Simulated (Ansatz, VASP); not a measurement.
# One calculation of TlZnBr3, two programs

```
CELL_PARAMETERS angstrom
5.16167 0.00000 0.00000
0.00000 5.16167 0.00000
0.00000 0.00000 5.16167
ATOMIC_POSITIONS crystal
Tl 0.00000 0.00000 0.00000
Zn 0.50000 0.50000 0.50000
Br 0.50000 0.50000 0.00000
Br 0.50000 0.00000 0.50000
Br 0.00000 0.50000 0.50000
```

Alike in both runs: task single point; functional PBE; k mesh 4 × 4 × 4; no spin polarisation.

```csv
,VASP,Ansatz
version,VASP 6.6.1,Ansatz 0.2.0
potentials or method,"VASP PAW PBE potentials, release 64 (Tl_d, Zn, Br)","plane waves, PAW"
plane-wave cutoff (eV),520,420
occupations,"gaussian, width 0.01 eV",fixed
valence electrons in the cell,46,46
```

Ansatz gave:

| Property | Result |
| --- | --- |
| gap on the k mesh at the Fermi level (eV) | 0.35 |
| pressure (GPa) | 2.2 |

**Question.** What did VASP give for the same quantities?

**Answer.** gap on the k mesh at the Fermi level (eV): 0.34; pressure (GPa): 2.2.

Neither program's run includes spin-orbit coupling.
